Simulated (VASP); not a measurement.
Set up this calculation in VASP 6.6.1, as the native input.

```yaml
Task: single point
Functional: PBE
Potentials_or_basis: VASP PAW PBE potentials, release 64 (Be, B, Cl)
Cutoff: 520 eV
k_mesh: 12 × 12 × 12
Occupations: gaussian, width 0.1 eV
Spin: no spin polarisation
Dipole_correction: no
Further_INCAR_settings: ALGO = Normal; EDIFF = 1e-06; NBANDS = 22
```

The structure of BeB3Cl2 lies in POSCAR:

```
BeB3Cl2
1.0
    4.1053636326      2.3702327984      2.1651700950
   -4.1053636326      2.3702327984      2.1651700950
    0.0000000000     -4.7404655968      2.1651700950
Be B Cl
1 3 2
Direct
    0.5000000000      0.5000000000      0.5000000000
    0.0000000000      0.5000000000      0.0000000000
    0.5000000000      0.0000000000      0.0000000000
    0.0000000000      0.0000000000      0.5000000000
    0.7783140039      0.7783140039      0.7783140039
    0.2216859961      0.2216859961      0.2216859961
```

These files were run (other wordings do the same):

INCAR

```
SYSTEM = BeB3Cl2
  PREC = Accurate
  ENCUT = 520
  EDIFF = 1E-6
  ISMEAR = 0
  SIGMA = 0.1
  LREAL = .False.
  LASPH = .True.
  NELM = 60
  ALGO = Normal
  ISIF = 2
  LWAVE = .False.
  LCHARG = .True.
  GGA = PE
  LELF = .True.
  LVHAR = .True.
  NBANDS = 22
```

KPOINTS

```
Automatic mesh
0
Gamma
  12 12 12
  0 0 0
```

Potentials or basis: VASP PAW PBE potentials, release 64 (Be, B, Cl).

Launch:

```console
$ cat potpaw_PBE.64/Be/POTCAR potpaw_PBE.64/B/POTCAR potpaw_PBE.64/Cl/POTCAR > POTCAR
$ mpirun -np 1 vasp_std > vasp.out
```

Results of the run:

```yaml
Pressure: 0.0 GPa
Largest_force: 0.032 eV/Å
Band_gap_on_the_k_mesh: zero (an odd number of electrons rules out a gap without spin polarisation)
```

Caveat: an odd number of electrons without spin polarisation forces a metal; a magnetic or distorted state may lie lower.

Run time: 6.5 min on 1 thread of Intel(R) Xeon(R) Platinum 8259CL CPU @ 2.50GHz (Skylake/Cascade Lake), with other jobs on the host, peak memory 0.56 GiB.
